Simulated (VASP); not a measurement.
A run of VASP 6.6.1 is set up as follows.

Contents of INCAR:

```
PREC = Accurate
ENCUT = 600
EDIFF = 1E-6
ISMEAR = -1
SIGMA = 0.05
LREAL = False
LASPH = True
NELM = 120
ALGO = Normal
ISIF = 2
LWAVE = False
LCHARG = False
GGA = PS
NBANDS = 9
GGA_COMPAT = False
```

The input KPOINTS:

```
regular mesh
0
Gamma
  20 20 11
```

Contents of POSCAR:

```
Be
1.0
    2.3297620601      0.0000000000      0.0000000000
   -1.1648810301      2.0176331288      0.0000000000
    0.0000000000      0.0000000000      3.6482856972
Be
2
Direct
    0.3333333333      0.6666666667      0.2500000000
    0.6666666667      0.3333333333      0.7500000000
```

Potentials or basis: VASP PAW PBE potentials, release 64 (Be).

Run with:

```console
$ cat potpaw_PBE.64/Be/POTCAR > POTCAR
$ mpirun -np 1 vasp_std > vasp.out
```

(1) What does it give for the band gap on the k mesh?

(2) Predict the pressure.

Results:

(1) zero (bands 2 and 3 overlap by 1.36 eV).

(2) -9.3 GPa.

Caveat: the cell stands under tension; the PAW data sets were made with another functional, which shifts forces and pressure a little.
